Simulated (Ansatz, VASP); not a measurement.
# TeMo5 in VASP and in Ansatz

File INCAR:

```
  PREC = Accurate
  ENCUT = 600
  EDIFF = 1E-7
  ISMEAR = 0
  SIGMA = 0.1
  LREAL = False
  LASPH = True
  NELM = 100
  ALGO = Fast
  ISIF = 3
  LWAVE = False
  LCHARG = False
  GGA = PE
  IBRION = 2
  NSW = 90
  EDIFFG = -0.04
```

KPOINTS

```
Automatic mesh
0
Gamma
  6 6 4
```

Contents of POSCAR:

```
TeMo5
1.0
    5.0631906707      0.0000000000      0.0000000000
   -2.5315953353      4.3848517450      0.0000000000
    0.0000000000      0.0000000000      4.8820669931
Te Mo
1 5
Direct
    0.0000000000      0.0000000000      0.0000000000
    0.5000000000      0.0000000000      0.5000000000
    0.5000000000      0.5000000000      0.5000000000
    0.0000000000      0.5000000000      0.5000000000
    0.3333333333      0.6666666667      0.0000000000
    0.6666666667      0.3333333333      0.0000000000
```

Input for Ansatz:

```yaml
crystal:
  lattice:
    - [5.0631906707, 0.0, 0.0]
    - [-2.5315953353, 4.384851745, 0.0]
    - [0.0, 0.0, 4.8820669931]
  atoms:
    - { symbol: Te, position: [0.0, 0.0, 0.0] }
    - { symbol: Mo, position: [0.5, 0.0, 0.5] }
    - { symbol: Mo, position: [0.5, 0.5, 0.5] }
    - { symbol: Mo, position: [0.0, 0.5, 0.5] }
    - { symbol: Mo, position: [0.3333333333, 0.6666666667, 0.0] }
    - { symbol: Mo, position: [0.6666666667, 0.3333333333, 0.0] }
basis:
  ecutwfc: 420
kpoints:
  mp_grid: { grid: [6, 6, 4] }
hamiltonian:
  xc: pbe
scf:
  occupations: { method: gaussian, width: 0.1 }
  lower_state_search: "off"
output:
  forces: true
  stress: true
  eigenvalues: true
relax:
  adjacent_minimum: "off"
  f_tol: 0.04
  max_steps: 70
  cell: { stress_tol: 0.4 }
```

Change from the starting cell: species swapped into the YNi5 type (P6/mmm, No. 191).

Alike in both runs: task relaxation of cell and atoms; functional PBE; k mesh 6 × 6 × 4; occupations gaussian, width 0.1 eV; no spin polarisation.

|  | VASP | Ansatz |
| --- | --- | --- |
| version | VASP 6.6.1 | Ansatz 0.2.0 |
| potentials or method | VASP PAW PBE potentials, release 64 (Te, Mo_sv), cutoff 600 eV | scalar-relativistic, plane waves, PAW |
| valence electrons in the cell | 76 | 86 |

Ansatz gave:

| Item | Value |
| --- | --- |
| gap on the k mesh at the Fermi level, each at its own relaxed structure (eV) | none |
| relaxed volume (Å³/atom) | 18.17 |
| relaxed cell length with the largest relative difference (Å) | 4.777 |

Task: Which values does VASP return?

Result: gap on the k mesh at the Fermi level, each at its own relaxed structure (eV): none; relaxed volume (Å³/atom): 18.19; relaxed cell length with the largest relative difference (Å): 4.788.

A gap of «none» marks a metal or a gap that the smearing closes. VASP's potentials hold 76 valence electrons a cell and Ansatz's 86, so a difference there can come from the potentials and not from the codes.

Neither program's run includes spin-orbit coupling.
